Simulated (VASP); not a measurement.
# BeH2O2 (Behoite) (P1) in VASP: electric field gradients with r2SCAN

Aim: the electric field gradients of BeH2O2 (Behoite) with r2SCAN.

Everything below comes from runs of VASP 6.6.1. Logs are shortened: lines on timing, memory, paths and dates and some standing lists are left out, and cuts for length are marked.

### Step 1. The cell of the first run

The typed cell holds 20 atoms: a = 4.534 Å, b = 4.625 Å, c = 7.038 Å, α = 90.00°, β = 90.00°, γ = 90.00°.

### Step 2. Electric field gradients, r2SCAN (atom 13 (O) moved by 0.10 Å)

Input file POSCAR:

```
BeH2O2
1.0
    4.5336000000      0.0000000000      0.0000000000
    0.0000000000      4.6255000000      0.0000000000
    0.0000000000      0.0000000000      7.0384000000
Be H O
4 8 8
Direct
    0.0364798067      0.7002019792      0.6260597783
    0.4635201933      0.2997980208      0.1260597783
    0.5364798067      0.7997980208      0.3739402217
    0.9635201933      0.2002019792      0.8739402217
    0.2726927173      0.0931750884      0.5686851651
    0.2273072827      0.9068249116      0.0686851651
    0.7726927173      0.4068249116      0.4313148349
    0.7273072827      0.5931750884      0.9313148349
    0.3531494969      0.4245371716      0.7819456212
    0.1468505031      0.5754628284      0.2819456212
    0.8531494969      0.0754628284      0.2180543788
    0.6468505031      0.9245371716      0.7180543788
    0.1943105523      0.1135507945      0.0612926626
    0.3175563967      0.8897137175      0.5495002097
    0.6824436033      0.3897137175      0.9504997903
    0.8175563967      0.6102862825      0.4504997903
    0.1557047981      0.4080398226      0.7286911842
    0.3442952019      0.5919601774      0.2286911842
    0.6557047981      0.0919601774      0.2713088158
    0.8442952019      0.9080398226      0.7713088158
```

Input file INCAR.step1:

```
SYSTEM = BeH2O2
ALGO = Normal
EDIFF = 1E-4
ENCUT = 520
GGA = PE
ISMEAR = -1
LASPH = .True.
LCHARG = .False.
LREAL = Auto
LWAVE = .True.
NBANDS = 48
NELM = 100
PREC = Accurate
SIGMA = 0.02
```

Input file INCAR.step2:

```
SYSTEM = BeH2O2
ALGO = Normal
EDIFF = 1E-8
ENCUT = 520
ISIF = 2
ISMEAR = -1
ISTART = 1
LASPH = .True.
LCHARG = .False.
LEFG = .True.
LMIXTAU = .True.
LREAL = Auto
LWAVE = .False.
METAGGA = R2SCAN
NBANDS = 48
NELM = 100
PREC = Accurate
SIGMA = 0.02
```

Input file KPOINTS:

```
k-points
0
Gamma
  5 5 3
  0 0 0
```

Potentials or basis: VASP PAW PBE potentials, release 64 (Be, H, O).

Run with:

```sh
cat potpaw_PBE.64/Be/POTCAR potpaw_PBE.64/H/POTCAR potpaw_PBE.64/O/POTCAR > POTCAR
cp INCAR.step1 INCAR
mpirun -np 1 vasp_std > vasp.out
cp INCAR.step2 INCAR
mpirun -np 1 vasp_std > vasp.out
```

OUTCAR:

```text
SYSTEM = BeH2O2
   EDIFF = 1E-8
   ENCUT = 520
   ISIF = 2
   ISMEAR = -1
   ISTART = 1
   LASPH = .True.
   LREAL = Auto
   METAGGA = R2SCAN
   NELM = 100
   PREC = Accurate

 ion  position               nearest neighbor table
   1  0.036  0.700  0.626-  17 1.62  14 1.64  16 1.64  20 1.65
   2  0.464  0.300  0.126-  13 1.56  18 1.62  15 1.64  19 1.65
   3  0.536  0.800  0.374-  19 1.62  16 1.64  14 1.64  18 1.65
   4  0.964  0.200  0.874-  20 1.62  15 1.64  17 1.65  13 1.73
   5  0.273  0.093  0.569-  14 0.97
   6  0.227  0.907  0.069-  13 0.97
   7  0.773  0.407  0.431-  16 0.97
   8  0.727  0.593  0.931-  15 0.97
   9  0.353  0.425  0.782-  17 0.97
  10  0.147  0.575  0.282-  18 0.97
  11  0.853  0.075  0.218-  19 0.97
  12  0.647  0.925  0.718-  20 0.97
  13  0.194  0.114  0.061-   6 0.97   2 1.56   4 1.73
  14  0.318  0.890  0.550-   5 0.97   1 1.64   3 1.64
  15  0.682  0.390  0.950-   8 0.97   4 1.64   2 1.64
  16  0.818  0.610  0.450-   7 0.97   3 1.64   1 1.64
  17  0.156  0.408  0.729-   9 0.97   1 1.62   4 1.65
  18  0.344  0.592  0.229-  10 0.97   2 1.62   3 1.65
  19  0.656  0.092  0.271-  11 0.97   3 1.62   2 1.65
  20  0.844  0.908  0.771-  12 0.97   4 1.62   1 1.65

  LATTYP: Found a simple orthorhombic cell.
 ALAT       =     4.5336000000
 B/A-ratio  =     1.0202708664
 C/A-ratio  =     1.5524969119

  Lattice vectors:

 A1 = (   4.5336000000,   0.0000000000,   0.0000000000)
 A2 = (   0.0000000000,   4.6255000000,   0.0000000000)
 A3 = (   0.0000000000,   0.0000000000,   7.0384000000)

Analysis of symmetry for initial positions (statically):
=====================================================================
 Subroutine PRICEL returns:
 Original cell was already a primitive cell.

 Routine SETGRP: Setting up the symmetry group for a
 simple orthorhombic supercell.

 Subroutine GETGRP returns: Found  1 space group operations
 (whereof  1 operations were pure point group operations)
 out of a pool of  8 trial point group operations.

The static configuration has the point symmetry C_1 .

Analysis of symmetry for dynamics (positions and initial velocities):
[... 1335 lines left out ...]

  FORCE on cell =-STRESS in cart. coord.  units (eV):
  Direction    XX          YY          ZZ          XY          YZ          ZX
  --------------------------------------------------------------------------------------
  -------------------------------------------------------------------------------------
  Total        0.1573191      0.5918940     -1.7951071      0.3404940      0.1453621     -0.1060549
  in kB        1.7077187      6.4250825    -19.4861085      3.6961042      1.5779232     -1.1512387
  external PRESSURE =      -3.7844358 kB  Pullay stress =       0.0000000 kB

 VOLUME and BASIS-vectors are now :
 -----------------------------------------------------------------------------
  energy-cutoff  :      520.00
  volume of cell :      147.60
      direct lattice vectors                 reciprocal lattice vectors
     4.533600000  0.000000000  0.000000000     0.220575260  0.000000000  0.000000000
     0.000000000  4.625500000  0.000000000     0.000000000  0.216192844  0.000000000
     0.000000000  0.000000000  7.038400000     0.000000000  0.000000000  0.142077745

 POSITION                                       TOTAL-FORCE (eV/Angst)
 -----------------------------------------------------------------------------------
      0.16538      3.23878      4.40646         0.012317     -0.027500     -0.100294
      2.10142      1.38672      0.88726         0.441272      0.221877      0.409812
      2.43218      3.69947      2.63194         0.000834      0.052815     -0.107118
      4.36822      0.92603      6.15114         0.163375      0.095148      0.333262
      1.23628      0.43098      4.00263        -0.028737      0.141229      0.001165
      1.03052      4.19452      0.48343         0.272278     -0.195812      0.268698
[... 12 lines left out ...]
      2.97270      0.42536      1.90958         0.161026      0.000587      0.159919
      3.82770      4.20014      5.42878         0.246693      0.047105      0.230277
 -----------------------------------------------------------------------------------
    total drift:                               -0.001699     -0.002064     -0.003976

  FREE ENERGIE OF THE ION-ELECTRON SYSTEM (eV)
  ---------------------------------------------------
  free  energy   TOTEN  =      -129.2947079135 eV

  energy  without entropy=     -129.2947079135  energy(sigma->0) =     -129.29470791

 Electric field gradients (V/A^2)
---------------------------------------------------------------------
 ion       V_xx      V_yy      V_zz      V_xy      V_xz      V_yz
---------------------------------------------------------------------
   1      -0.216    -0.550     0.766    -0.080    -0.422     0.328
   2      -0.671    -0.974     1.645    -1.340     0.013    -0.775
   3      -0.121    -0.692     0.813    -0.178     0.273     0.381
   4      -0.065    -1.188     1.253    -0.782     0.767    -1.212
   5     -16.460    35.357   -18.897   -10.797    -2.186     6.533
   6     -17.904    38.120   -20.216    -8.206     1.023    -1.918
[... 12 lines left out ...]
  19      83.344   -44.851   -38.493   -16.536   -56.491   -16.879
  20      85.340   -47.090   -38.250   -15.710    54.856    18.373
---------------------------------------------------------------------

 Electric field gradients after diagonalization (V/A^2)
 (convention: |V_zz| > |V_xx| > |V_yy|)
----------------------------------------------------------------------
 ion       V_xx      V_yy      V_zz     asymmetry (V_yy - V_xx)/ V_zz
----------------------------------------------------------------------
   1      -0.628    -0.367     0.995       0.262
   2       1.922     0.334    -2.256       0.704
   3      -0.861    -0.091     0.952       0.809
   4      -1.814    -0.394     2.208       0.643
   5     -20.182   -18.151    38.333       0.053
   6     -20.638   -18.730    39.367       0.048
[... 12 lines left out ...]
  19     -76.051   -30.030   106.081       0.434
  20     -76.755   -29.863   106.618       0.440
----------------------------------------------------------------------

           NMR quadrupolar parameters

 Cq : quadrupolar parameter    Cq=e*Q*V_zz/h
 eta: asymmetry parameters     (V_yy - V_xx)/ V_zz
 Q  : nuclear electric quadrupole moment in mb (millibarn)
----------------------------------------------------------------------
 ion       Cq(MHz)       eta       Q (mb)
----------------------------------------------------------------------
   1       0.002       0.262       1.000
   2      -0.005       0.704       1.000
   3       0.002       0.809       1.000
   4       0.005       0.643       1.000
   5       0.093       0.053       1.000
   6       0.095       0.048       1.000
[... 12 lines left out ...]
  19       0.257       0.434       1.000
  20       0.258       0.440       1.000
----------------------------------------------------------------------
```

It took 16 min on 1 thread of Intel Xeon Platinum 8488C (Sapphire Rapids), shared host; peak memory 0.35 GiB.

Results:

- Free energy: -129.2947 eV
- Pressure: -0.4 GPa
- Largest force: 2.070 eV/Å
- Band gap on the k mesh: 6.08 eV, direct

Forces in eV/Å, atoms in the order of the input:
```
Be   0.012 -0.028 -0.100
Be   0.441  0.222  0.410
Be   0.001  0.053 -0.107
Be   0.163  0.095  0.333
H   -0.029  0.141  0.001
H    0.272 -0.196  0.269
H   -0.037 -0.177 -0.066
H    0.039  0.130 -0.021
H    0.173  0.013  0.063
H   -0.123 -0.019  0.044
H    0.185  0.011  0.037
H   -0.179  0.016 -0.063
O   -1.572 -0.173 -1.336
O    0.036 -0.083  0.106
O    0.098 -0.110 -0.088
O    0.053  0.101  0.066
O   -0.073 -0.121  0.073
O    0.130  0.078 -0.011
O    0.161  0.001  0.160
O    0.247  0.047  0.230
```

Electric field gradients, principal values (V/Å²):
```tsv
atom	least	middle	greatest (by size)
1 Be	-0.367	-0.628	0.995
2 Be	0.334	1.922	-2.256
3 Be	-0.091	-0.861	0.952
4 Be	-0.394	-1.814	2.208
5 H	-18.151	-20.182	38.333
6 H	-18.730	-20.638	39.367
7 H	-18.109	-20.118	38.227
8 H	-18.172	-20.178	38.350
9 H	-17.995	-19.808	37.803
10 H	-18.049	-19.805	37.854
11 H	-17.990	-19.800	37.791
12 H	-17.962	-19.756	37.719
13 O	-31.216	-74.691	105.907
14 O	-29.921	-77.123	107.044
15 O	-30.195	-76.683	106.878
16 O	-29.487	-76.982	106.468
17 O	-28.436	-76.917	105.352
18 O	-31.694	-75.848	107.542
19 O	-30.030	-76.051	106.081
20 O	-29.863	-76.755	106.618
```

Caveat: the cell differs from its parent crystal (atom 13 (O) moved by 0.10 Å); without QUAD_EFG the Cq values of the log hold for a quadrupole moment of 1 mb, not for the nuclei; the PAW data sets were made with another functional, which shifts forces and pressure a little. A k mesh can miss the band edges.
